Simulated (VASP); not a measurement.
A run of VASP 6.6.1 is set up as follows.

INCAR

```
SYSTEM = Cs
PREC     = Accurate       ! precision mode
ENCUT    = 520            ! plane-wave cutoff, eV
EDIFF    = 1E-7           ! SCF threshold, eV
ISMEAR   = 0              ! smearing method
SIGMA    = 1.0            ! smearing width, eV
LREAL    = .FALSE.        ! projectors in reciprocal space
LASPH    = .TRUE.         ! aspherical terms in the spheres
NELM     = 60             ! most SCF steps
ALGO     = Normal         ! electronic algorithm
ISIF     = 2              ! what is computed and relaxed
LWAVE    = .FALSE.        ! write WAVECAR
LCHARG   = .TRUE.         ! write CHGCAR
GGA      = PE             ! functional
LELF     = .TRUE.         ! ELF
LVHAR    = .TRUE.       
NBANDS   = 10             ! bands
```

KPOINTS

```
Automatic mesh
0
G
  7 7 7
  0 0 0
```

POSCAR

```
Cs
1.0
   -3.0771709509      3.0771709509      3.0771709509
    3.0771709509     -3.0771709509      3.0771709509
    3.0771709509      3.0771709509     -3.0771709509
Cs
1
Direct
    0.0000000000      0.0000000000      0.0000000000
```

Potentials or basis: VASP PAW PBE potentials, release 64 (Cs_sv).

Command:

```bash
$ cat potpaw_PBE.64/Cs_sv/POTCAR > POTCAR
$ mpirun -np 1 vasp_std > vasp.out
```

Question: Predict the pressure.

Answer: 0.1 GPa.
